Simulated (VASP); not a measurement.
# Si2Ge3 (Imma) in VASP: single point with PBE

Aim: the single point of Si2Ge3 with PBE.

Everything below comes from runs of VASP 6.6.1. Logs are shortened: lines on timing, memory, paths and dates and some standing lists are left out, and cuts for length are marked.

## Step 1: The cell of the first run

Symmetry: Imma, No. 74, orthorhombic system. Conventional cell: a = 3.981 Å, b = 3.984 Å, c = 28.201 Å, α = 90.00°, β = 90.00°, γ = 90.00°. Si (site symmetry mm2) has 2 Si at 2.40 Å and 2 Ge at 2.43 Å within 3.2 Å. Si (site symmetry mm2) has 4 Si at 2.40 Å within 3.2 Å. Within 3.3 Å of Ge (site symmetry mm2) lie 4 Ge at 2.47 Å. Ge (site symmetry mm2) has 4 Ge at 2.47 Å within 3.3 Å. Ge (site symmetry mm2) has 2 Si at 2.43 Å and 2 Ge at 2.47 Å within 3.2 Å.

## Step 2: Single point, PBE

Contents of INCAR:

```
PREC     = Accurate       # precision mode
ENCUT    = 520            # plane-wave cutoff, eV
EDIFF    = 1E-6           # SCF threshold, eV
ISMEAR   = 0              # smearing method
SIGMA    = 0.2            # smearing width, eV
LREAL    = False          # projectors in reciprocal space
LASPH    = True           # aspherical terms in the spheres
NELM     = 100            # most SCF steps
ALGO     = Normal         # electronic algorithm
ISIF     = 2              # what is computed and relaxed
LWAVE    = False          # write WAVECAR
LCHARG   = False          # write CHGCAR
GGA      = PE             # functional
NBANDS   = 61             # bands
```

Contents of KPOINTS:

```
regular mesh
0
Gamma
  6 6 6
```

Contents of POSCAR:

```
Si2Ge3
1.0
    3.9808829911      0.0000000000      0.0000000000
    0.0000000000     -3.9837823047      0.0000000000
   -1.9904414955      1.9918911524    -14.1005219039
Si Ge
4 6
Direct
    0.5710211961      0.3210211961      0.1420423922
    0.9762542388      0.7262542388      0.9525084776
    0.4289788039      0.6789788039      0.8579576078
    0.0237457612      0.2737457612      0.0474915224
    0.1723764935      0.9223764935      0.3447529869
    0.2240948883      0.4740948883      0.4481897767
    0.6204515951      0.8704515951      0.2409031902
    0.3795484049      0.1295484049      0.7590968098
    0.8276235065      0.0776235065      0.6552470131
    0.7759051117      0.5259051117      0.5518102233
```

Potentials or basis: VASP PAW PBE potentials, release 64 (Si, Ge_d).

Run with:

```
$ cat potpaw_PBE.64/Si/POTCAR potpaw_PBE.64/Ge_d/POTCAR > POTCAR
$ mpirun -np 1 vasp_std > vasp.out
```

OUTCAR:

```text
PREC = Accurate
   ENCUT = 520
   EDIFF = 1E-6
   ISMEAR = 0
   LREAL = False
   LASPH = True
   NELM = 100
   ISIF = 2
   GGA = PE

 ion  position               nearest neighbor table
   1  0.571  0.321  0.142-   4 2.40   4 2.40   7 2.43   7 2.43
   2  0.976  0.726  0.953-   3 2.40   3 2.40   4 2.40   4 2.40
   3  0.429  0.679  0.858-   2 2.40   2 2.40   8 2.43   8 2.43
   4  0.024  0.274  0.047-   1 2.40   1 2.40   2 2.40   2 2.40
   5  0.172  0.922  0.345-   6 2.47   6 2.47   7 2.47   7 2.47
   6  0.224  0.474  0.448-   5 2.47   5 2.47  10 2.47  10 2.47
   7  0.620  0.870  0.241-   1 2.43   1 2.43   5 2.47   5 2.47
   8  0.380  0.130  0.759-   3 2.43   3 2.43   9 2.47   9 2.47
   9  0.828  0.078  0.655-  10 2.47  10 2.47   8 2.47   8 2.47
  10  0.776  0.526  0.552-   9 2.47   9 2.47   6 2.47   6 2.47

  LATTYP: Found a body centered orthorhombic cell.
 ALAT       =     3.9808829911
 B/A-ratio  =     1.0007283092
 C/A-ratio  =     7.0841177374

  Lattice vectors:

 A1 = (   1.9904414955,  -1.9918911524,  14.1005219039)
 A2 = (  -1.9904414956,   1.9918911523,  14.1005219039)
 A3 = (  -1.9904414955,  -1.9918911523, -14.1005219039)

Analysis of symmetry for initial positions (statically):
=====================================================================
 Subroutine PRICEL returns:
 Original cell was already a primitive cell.

 Routine SETGRP: Setting up the symmetry group for a
 body centered orthorhombic supercell.

 Subroutine GETGRP returns: Found  8 space group operations
 (whereof  4 operations were pure point group operations)
 out of a pool of  8 trial point group operations.

The static configuration has the point symmetry C_2h.
 The point group associated with its full space group is D_2h.

Analysis of symmetry for dynamics (positions and initial velocities):
=====================================================================
 Subroutine PRICEL returns:
 Original cell was already a primitive cell.

 Routine SETGRP: Setting up the symmetry group for a
 body centered orthorhombic supercell.

 Subroutine GETGRP returns: Found  8 space group operations
 (whereof  4 operations were pure point group operations)
 out of a pool of  8 trial point group operations.

The dynamic configuration has the point symmetry C_2h.
 The point group associated with its full space group is D_2h.

 Subroutine INISYM returns: Found  8 space group operations
 (whereof  4 operations are pure point group operations),
 and found     1 'primitive' translations

----------------------------------------------------------------------------------------

                                     Primitive cell

  volume of cell :     223.6198

  direct lattice vectors                    reciprocal lattice vectors
     3.980882991  0.000000000  0.000000000     0.251200551  0.000000000 -0.035459680
     0.000000000 -3.983782305  0.000000000     0.000000000 -0.251017732 -0.035459680
    -1.990441496  1.991891152-14.100521904     0.000000000  0.000000000 -0.070919361

  length of vectors
     3.980882991  3.983782305 14.378950089     0.253690965  0.253509942  0.070919361

  position of ions in fractional coordinates (direct lattice)
     0.571021196  0.321021196  0.142042392
     0.976254239  0.726254239  0.952508478
     0.428978804  0.678978804  0.857957608
     0.023745761  0.273745761  0.047491522
     0.172376494  0.922376494  0.344752987
     0.224094888  0.474094888  0.448189777
     0.620451595  0.870451595  0.240903190
     0.379548405  0.129548405  0.759096810
     0.827623506  0.077623506  0.655247013
     0.775905112  0.525905112  0.551810223

  ion indices of the primitive-cell ions
   primitive index   ion index
                 1           1
                 2           2
                 3           3
                 4           4
                 5           5
                 6           6
                 7           7
                 8           8
                 9           9
                10          10

----------------------------------------------------------------------------------------

 KPOINTS: regular mesh

Automatic generation of k-mesh.
 Grid dimensions read from file:
 generate k-points for:    6    6    6

 Generating k-lattice:

  Cartesian coordinates                     Fractional coordinates (reciprocal lattice)
     0.041866758  0.000000000 -0.005909947     0.166666667  0.000000000  0.000000000
     0.000000000 -0.041836289 -0.005909947     0.000000000  0.166666667  0.000000000
     0.000000000  0.000000000 -0.011819893     0.000000000  0.000000000  0.166666667

  Length of vectors
     0.042281827  0.042251657  0.011819893

  Shift w.r.t. Gamma in fractional coordinates (k-lattice)
     0.000000000  0.000000000  0.000000000

 Subroutine IBZKPT returns following result:
 ===========================================

 Found     46 irreducible k-points:

 Following reciprocal coordinates:
            Coordinates               Weight
  0.000000  0.000000  0.000000      1.000000
  0.166667  0.000000 -0.000000      4.000000
  0.333333  0.000000 -0.000000      4.000000
  0.500000  0.000000 -0.000000      2.000000
  0.000000  0.166667  0.000000      4.000000
  0.166667  0.166667  0.000000      8.000000
[... 16 lines left out ...]
  0.333333  0.000000  0.166667      4.000000
  0.500000  0.000000  0.166667      4.000000
 [... further k-points ...]
   k-points           NKPTS =     46   k-points in BZ     NKDIM =     46   number of bands    NBANDS=     61
   number of dos      NEDOS =    301   number of ions     NIONS =     10
   total plane-waves  NPLWV =  97200
   dimension x,y,z NGX =    30 NGY =   30 NGZ =  108
   dimension x,y,z NGXF=    60 NGYF=   60 NGZF=  216
   ions per type =               4   6
   NGX,Y,Z   is equivalent  to a cutoff of  12.53, 12.52, 12.49 a.u.
   NGXF,Y,Z  is equivalent  to a cutoff of  25.06, 25.04, 24.97 a.u.
 SYSTEM =  unknown system
   PREC   = accura    normal or accurate (medium, high low for compatibility)
   ISTART =      0    job   : 0-new  1-cont  2-samecut
   ICHARG =      2    charge: 1-file 2-atom 10-const
   ISPIN  =      1    spin polarized calculation?
   LNONCOLLINEAR =      F non collinear calculations
   LSORBIT =      F    spin-orbit coupling
   LASPH  =      T    aspherical Exc in radial PAW
   ENCUT  =  520.0 eV  38.22 Ry    6.18 a.u.   7.40  7.41 26.74*2*pi/ulx,y,z
   NELM   =    100;   NELMIN=  2; NELMDL= -5     # of ELM steps
   EDIFF  = 0.1E-05   stopping-criterion for ELM
   LREAL  =      F    real-space projection
   EDIFFG = 0.1E-04   stopping-criterion for IOM
   NSW    =      0    number of steps for IOM
   IBRION =     -1    ionic relax: 0-MD 1-quasi-New 2-CG
   NFREE  =      0    steps in history (QN), initial steepest desc. (CG)
   ISIF   =      2    stress and relaxation
   ISYM   =      2    0-nonsym 1-usesym 2-fastsym
   POTIM  = 0.5000    time-step for ionic-motion
   TEBEG  =    0.0;   TEEND  =   0.0 temperature during run
   PSTRESS=    0.0 pullay stress
   NELECT =     100.0000    total number of electrons
   NUPDOWN=      -1.0000    fix difference up-down
   EMIN   =  10.00;   EMAX   =-10.00  energy-range for DOS
   EFERMI =   0.00;   METHOD = LEGACY
   ISMEAR =     0;   SIGMA  =   0.20  broadening in eV -4-tet -1-fermi 0-gaus
   EFERMI_NEDOS =   21; number of points for ismear=-14 and -15
   IALGO  =     38    algorithm
   IMIX   =      4    mixing-type and parameters
     AMIX     =   0.40;   BMIX     =  1.00
     AMIX_MAG =   1.60;   BMIX_MAG =  1.00
  volume/ion in A,a.u.               =      22.36       150.91
  Fermi-wavevector in a.u.,A,eV,Ry     =   1.251905  2.365758 21.323956  1.567267
  Thomas-Fermi vector in A             =   2.385831
   LORBIT       =      0    0 simple, 1 ext, 2 COOP (PROOUT), +10 PAW based schemes
   GGA     = PE    functional components
   LHFCALC =     F    Hartree Fock is set to
   AEXX    =    0.0000 exact exchange contribution
   IVDW    =     0    specifies the selected vdW correction
   LEPSILON=     F    determine dielectric tensor
   LRPA    =     F    only Hartree local field effects (RPA)
 non-spin polarized calculation
 Gauss-broadening in eV      SIGMA  =   0.20
  energy-cutoff  :      520.00
  volume of cell :      223.62
 maximum number of plane-waves:      6080
 NGX is ok and might be reduce to    30
   NGX = 15   NGY = 15   NGZ = 53

 number of electron     100.0000000 magnetization

 number of electron      99.9999989 magnetization

 Free energy of the ion-electron system (eV)
  ---------------------------------------------------
  ext. energy  EPLUGINS =         0.00000000
  ---------------------------------------------------
  free energy    TOTEN  =       -48.60015753 eV

  energy without entropy =      -48.59648496  energy(sigma->0) =      -48.59832125

 E-fermi :   5.1628     XC(G=0):  -9.5817

 val. band max:        5.0290236895   @ k =   0.0000   0.0000   0.0000
 cond. band min:       5.3262153289   @ k =   0.0000   0.0000   0.0000
 fundamental gap:      0.2971916394
 Fermi energy:         5.1627539944

 k-point     1 :       0.0000    0.0000    0.0000
  band No.  band energies     occupation
      1     -19.6292      2.00000
      2     -19.6278      2.00000
      3     -19.6121      2.00000
      4     -19.6120      2.00000
      5     -19.6009      2.00000
      6     -19.5952      2.00000
[... 53 lines left out ...]
     60       7.6247      0.00000
     61       8.1947      0.00000

 k-point     2 :       0.1667    0.0000   -0.0000
  band No.  band energies     occupation
      1     -19.6349      2.00000
      2     -19.6298      2.00000
      3     -19.6166      2.00000
      4     -19.6164      2.00000
      5     -19.5990      2.00000
      6     -19.5885      2.00000
[... 1397 lines left out ...]
     60       8.7995      0.00000
     61       8.8976      0.00000

 k-point    24 :       0.5000    0.0000    0.1667
  band No.  band energies     occupation
      1     -19.6291      2.00000
      2     -19.6291      2.00000
      3     -19.6213      2.00000
      4     -19.6213      2.00000
      5     -19.5822      2.00000
      6     -19.5822      2.00000
[... 53 lines left out ...]
     60       8.6640      0.00000
     61       9.0460      0.00000

 [... further k-points ...]

------------------------ aborting loop because EDIFF is reached ----------------------------------------

  FORCE on cell =-STRESS in cart. coord.  units (eV):
  Direction    XX          YY          ZZ          XY          YZ          ZX
  --------------------------------------------------------------------------------------
  -------------------------------------------------------------------------------------
  Total        0.0752517      0.0182175     -0.4824103      0.0000000      0.0000000      0.0000000
  in kB        0.5391586      0.1305234     -3.4563437      0.0000000      0.0000000      0.0000000
  external PRESSURE =      -0.9288872 kB  Pullay stress =       0.0000000 kB

 VOLUME and BASIS-vectors are now :
 -----------------------------------------------------------------------------
  energy-cutoff  :      520.00
  volume of cell :      223.62
      direct lattice vectors                 reciprocal lattice vectors
     3.980882991  0.000000000  0.000000000     0.251200551  0.000000000 -0.035459680
     0.000000000 -3.983782305  0.000000000     0.000000000 -0.251017732 -0.035459680
    -1.990441496  1.991891152-14.100521904     0.000000000  0.000000000 -0.070919361

 POSITION                                       TOTAL-FORCE (eV/Angst)
 -----------------------------------------------------------------------------------
      1.99044     -0.99595     -2.00287        -0.000000     -0.000000      0.003833
      1.99044     -0.99595    -13.43087        -0.000000     -0.000000      0.001670
      0.00000     -0.99595    -12.09765         0.000000      0.000000     -0.003833
      0.00000     -0.99595     -0.66966         0.000000      0.000000     -0.001670
      0.00000     -2.98784     -4.86120         0.000000      0.000000     -0.001644
     -0.00000     -0.99595     -6.31971        -0.000000     -0.000000      0.000236
      1.99044     -2.98784     -3.39686        -0.000000     -0.000000      0.007495
      0.00000      0.99595    -10.70366         0.000000      0.000000     -0.007495
      1.99044      0.99595     -9.23932        -0.000000     -0.000000      0.001644
      1.99044     -0.99595     -7.78081         0.000000      0.000000     -0.000236
 -----------------------------------------------------------------------------------
    total drift:                               -0.000000      0.000000      0.000000

  FREE ENERGIE OF THE ION-ELECTRON SYSTEM (eV)
  ---------------------------------------------------
  free  energy   TOTEN  =       -48.6001575313 eV

  energy  without entropy=      -48.5964849593  energy(sigma->0) =      -48.59832125
```

Wall time 7.2 min (1 thread of Intel Xeon Platinum 8488C (Sapphire Rapids), shared host); peak memory 0.59 GiB.

What came out:

```yaml
Free_energy: -48.6002 eV
Pressure: -0.1 GPa
Largest_force: 0.007 eV/Å
Band_gap_on_the_k_mesh: 0.30 eV
```

Forces on the atoms (eV/Å):
```
Si   0.000  0.000  0.004
Si   0.000  0.000  0.002
Si   0.000  0.000 -0.004
Si   0.000  0.000 -0.002
Ge   0.000  0.000 -0.002
Ge   0.000  0.000  0.000
Ge   0.000  0.000  0.007
Ge   0.000  0.000 -0.007
Ge   0.000  0.000  0.002
Ge   0.000  0.000  0.000
```
